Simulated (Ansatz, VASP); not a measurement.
**One calculation of SrAlO4, two programs**

```
CELL_PARAMETERS angstrom
3.76200 0.00000 0.00000
0.00000 3.76200 0.00000
0.00000 0.00000 6.24949
ATOMIC_POSITIONS crystal
Sr 0.50000 0.50000 0.50000
Al 0.00000 0.00000 0.00000
O 0.00000 0.00000 0.69598
O 0.50000 0.00000 0.00000
O 0.00000 0.50000 0.00000
O 0.00000 0.00000 0.30402
```

Alike in both runs: task single point; functional PBE; k mesh 4 × 4 × 4; occupations gaussian, width 0.1 eV; no spin polarisation.

```csv
,VASP,Ansatz
version,VASP 6.6.1,Ansatz 0.2.0
potentials or method,"VASP PAW PBE potentials, release 64 (Sr_sv, Al, O), cutoff 520 eV","scalar-relativistic, plane waves, PAW"
valence electrons in the cell,37,37
```

|  | VASP | Ansatz | Ansatz less VASP |
| --- | --- | --- | --- |
| gap on the k mesh at the Fermi level (eV) | none | none | - |
| pressure (GPa) | -8.7 | -8.6 | +0.05 |
| traceless stress, the component that is largest in VASP (GPa) | 0.86 | 0.85 | -0.008 |
| rms of the force components (eV/Å) | 0.067 | 0.070 | +0.0033 |

Atom by atom the forces differ by 0.003 eV/Å (rms over components). A gap of «none» marks a metal or a gap that the smearing closes.

The k mesh is coarse, so the values compare programs but aren't converged.
